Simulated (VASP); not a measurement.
Wanted: the native input for a VASP 6.6.1 run.

```yaml
Task: single point
Functional: revPBE
Potentials_or_basis: VASP PAW PBE potentials, release 64 (Bi_d)
Cutoff: 500 eV
k_mesh: 9 × 9 × 9
Occupations: gaussian, width 0.1888 eV
Spin: no spin polarisation
Dipole_correction: no
Further_INCAR_settings: ALGO = Normal; EDIFF = 1e-06; NBANDS = 14
```

The structure of Bi lies in POSCAR:

```
Bi
1.0
    0.0000000000      2.5348230000      2.5348230000
    2.5348230000      0.0000000000      2.5348230000
    2.5348230000      2.5348230000      0.0000000000
Bi
1
Direct
    0.0000000000      0.0000000000      0.0000000000
```

This isn't the form of Bi at room conditions, which is rhombohedral.

These files were run (other wordings do the same):

INCAR

```
ALGO     = Normal         # electronic algorithm
EDIFF    = 1E-6           # SCF threshold, eV
ENCUT    = 500            # plane-wave cutoff, eV
GGA      = RE             # functional
GGA_COMPAT= F            
ISIF     = 2              # what is computed and relaxed
ISMEAR   = 0              # smearing method
LASPH    = T              # aspherical terms in the spheres
LCHARG   = T              # write CHGCAR
LELF     = T              # ELF
LREAL    = F              # projectors in reciprocal space
LVHAR    = T            
LWAVE    = F              # write WAVECAR
NBANDS   = 14             # bands
NELM     = 120            # most SCF steps
PREC     = Accurate       # precision mode
SIGMA    = 0.1888         # smearing width, eV
```

KPOINTS

```
k-points
0
Gamma
  9 9 9
```

Potentials or basis: VASP PAW PBE potentials, release 64 (Bi_d).

Launch:

```sh
$ cat potpaw_PBE.64/Bi_d/POTCAR > POTCAR
$ mpirun -np 1 vasp_std > vasp.out
```

It gave:

| Item | Value |
| --- | --- |
| Pressure | -0.5 GPa |
| Band gap on the k mesh | zero (an odd number of electrons rules out a gap without spin polarisation) |

Caveat: the PAW data sets were made with another functional, which shifts forces and pressure a little; spin-orbit coupling is left out, which moves the levels of the heavy elements.

It took 14 s on 1 thread of AMD EPYC 7R43 64-Core Processor (Zen 3) (shared host), peak memory 0.12 GiB.
